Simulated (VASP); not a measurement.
Nb, 1 atom in the cell. Symmetry: Fm-3m, No. 225, cubic system. The conventional cell has a = 4.230 Å, b = 4.230 Å, c = 4.230 Å, α = 90.00°, β = 90.00°, γ = 90.00°. Within 3.9 Å of Nb (site symmetry m-3m) lie 12 Nb at 2.99 Å. 

- Program: VASP 6.6.1
- Task: single point
- Functional: PBE
- Potentials or basis: VASP PAW PBE potentials, release 64 (Nb_sv)
- Cutoff: 520 eV
- k mesh: 11 × 11 × 11
- Occupations: gaussian, width 0.017 eV
- Spin: no spin polarisation
- Dipole correction: no
- Further INCAR settings: ALGO = Normal; EDIFF = 1e-06; NBANDS = 12

Potentials or basis: VASP PAW PBE potentials, release 64 (Nb_sv).

Launch:

```console
$ cat potpaw_PBE.64/Nb_sv/POTCAR > POTCAR
$ mpirun -np 1 vasp_std > vasp.out
```

Hardware: 1 thread of Intel(R) Xeon(R) Platinum 8259CL CPU @ 2.50GHz (Skylake/Cascade Lake), with other jobs on the host.

Problem. How long does it take, and how much memory?

Solution. Wall time 12 s on 1 thread of Intel(R) Xeon(R) Platinum 8259CL CPU @ 2.50GHz (Skylake/Cascade Lake), with other jobs on the host, peak memory 0.14 GiB. Counts: scf iterations 12, k points 56.
